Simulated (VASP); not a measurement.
Wanted: the native input for a VASP 6.6.1 run.

```
Task                   : single point
Functional             : PBE
Dispersion             : D3(BJ)
Potentials or basis    : VASP PAW PBE potentials, release 64 (C, H, O, S)
Cutoff                 : 520 eV
k mesh                 : 1 × 1 × 1
Occupations            : fermi-dirac, width 0.05 eV
Spin                   : no spin polarisation
Dipole correction      : no
Further INCAR settings : LREAL = Auto; ALGO = Normal; EDIFF = 1e-06; NBANDS = 89
```

The structure of H8C5S3O3 lies in POSCAR:

```
H8C5S3O3
1.0
    9.0856030000      0.0000000000      0.0000000000
    0.0000000000      9.0856030000      0.0000000000
    0.0000000000      0.0000000000      9.0856030000
C H O S
10 16 6 6
Direct
    0.6265066999      0.7907068857     -0.0241969780
    0.2739462273      0.3239543085      0.6999430592
    0.1560881716      0.8196638994      0.2835008394
    0.9185829352      0.1451717317      0.3688396444
    0.8822750707      0.4719896948      0.9553073819
    0.0305456876      0.0354772084      0.8057992207
    0.2946793080      0.7138026735      0.7421021368
    0.8805142182      0.6428805796      0.5231844005
    0.6117015303      0.1753399109      0.8519395243
    0.5073443776      0.4908296510      0.3394977909
    0.7282715448      0.8509763472     -0.0011756299
    0.5844885247      0.7410415296      0.0771144874
    0.6483482329      0.7048321244     -0.1058066479
    0.5440090756      0.8669251060     -0.0678292428
    0.3731886788      0.3920888142      0.7050400167
    0.2296685319      0.3097510943      0.8111644787
    0.3017014064      0.2165293983      0.6529525371
    0.1916167811      0.3777564985      0.6303317904
    0.1520135060      0.8715179634      0.3922007459
    0.0459390800      0.8208597350      0.2343458114
    0.1950313947      0.7061408808      0.2946105494
    0.2321904079      0.8806405795      0.2124116877
    0.8468286257      0.1835017493      0.2798716594
    1.0323898081      0.1394183494      0.3297701204
    0.8834874429      0.0359310086      0.4054805715
    0.9121728485      0.2226503323      0.4608237606
    0.8522376428      0.4562262828      0.8312648092
    0.0617825342      0.0024256302      0.6856141835
    0.3600171720      0.7278589702      0.6322339964
    0.9663295414      0.5518623033      0.4925681350
    0.6456875830      0.1318647965      0.7357658328
    0.4501710431      0.5889850756      0.2790329762
    0.9228394665      0.4927374318      1.1215196115
   -0.0097539050      0.0796664256      0.9675387078
    0.2087130753      0.6947401084      0.8903708768
    0.7652347638      0.7647124641      0.5631303299
    0.5667198709      0.2322530878      1.0081972432
    0.5844990957      0.3583575693      0.4185114818
```

The input as run:

INCAR

```
PREC = Accurate
ENCUT = 520
EDIFF = 1E-6
ISMEAR = -1
SIGMA = 0.05
LREAL = Auto
LASPH = True
NELM = 100
ALGO = Normal
ISIF = 2
LWAVE = False
LCHARG = True
GGA = PE
IVDW = 12
LELF = True
LVHAR = True
NBANDS = 89
```

KPOINTS

```
Automatic mesh
0
Gamma
  1 1 1
```

Potentials or basis: VASP PAW PBE potentials, release 64 (C, H, O, S).

Command:

```sh
$ cat potpaw_PBE.64/C/POTCAR potpaw_PBE.64/H/POTCAR potpaw_PBE.64/O/POTCAR potpaw_PBE.64/S/POTCAR > POTCAR
$ mpirun -np 1 vasp_gam > vasp.out
```

It gave:

- Pressure: -0.1 GPa
- Largest force: 0.968 eV/Å
- Band gap on the k mesh: 5.05 eV
- Dispersion energy per atom: -0.052 eV

Caveat: the k points lie up to 0.69 Å⁻¹ apart.

Run time: 4.1 min on 1 thread of Intel(R) Xeon(R) Platinum 8375C CPU @ 2.90GHz (Ice Lake) (shared host), peak memory 0.67 GiB.
